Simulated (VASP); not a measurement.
GeCN2:

```
Ge C N
1.0
     1.79379    1.03565    4.92196
    -1.79379    1.03565    4.92196
     0.00000   -2.07129    4.92196
Ge C N
1 1 2
Direct
  0.00000 0.00000 0.00000
  0.50000 0.50000 0.50000
  0.41610 0.41610 0.41610
  0.58390 0.58390 0.58390
```

Program: VASP 6.6.1. Alike in all runs: task single point; no spin polarisation; cell as given; k mesh 6 × 6 × 6; cutoff (eV) 520; smearing gaussian 0.01 eV.

Task: Order these runs on this cell by their pressure, lowest first.
A. level LDA; potentials or basis VASP PAW LDA potentials, release 64 (Ge_d, C, N)
B. level PBE; potentials or basis VASP PAW PBE potentials, release 64 (Ge_d, C, N)
C. level r2SCAN; potentials or basis VASP PAW PBE potentials, release 64 (Ge_d, C, N)
D. level RPBE; potentials or basis VASP PAW PBE potentials, release 64 (Ge_d, C, N)

Result: A (-6.4 GPa), C (-3.0 GPa), B (0.2 GPa), D (3.1 GPa).

Caveats: the PAW data sets were made with another functional, which shifts forces and pressure a little (some runs).
